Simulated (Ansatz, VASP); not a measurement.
**Two plane-wave programs on SnTe3**

```
Sn Te
1.0
     0.00000    3.86122    3.86122
     3.86122    0.00000    3.86122
     3.86122    3.86122    0.00000
Sn Te
1 3
Direct
  0.00000 0.00000 0.00000
  0.25000 0.25000 0.25000
  0.75000 0.75000 0.75000
  0.50000 0.50000 0.50000
```

Alike in both runs: task single point; functional PBE; k mesh 4 × 4 × 4; occupations gaussian, width 0.1 eV; no spin polarisation.

```csv
,VASP,Ansatz
version,VASP 6.6.1,Ansatz 0.2.0
potentials or method,"VASP PAW PBE potentials, release 64 (Sn_d, Te), cutoff 500 eV","scalar-relativistic, plane waves, PAW"
valence electrons in the cell,32,62
```

```csv
,VASP,Ansatz,Ansatz less VASP
gap on the k mesh at the Fermi level (eV),none,none,-
pressure (GPa),0.3,0.4,+0.06
```

A gap of «none» marks a metal or a gap that the smearing closes. VASP's potentials hold 32 valence electrons a cell and Ansatz's 62, so a difference there can come from the potentials and not from the codes.

Neither program's run includes spin-orbit coupling.
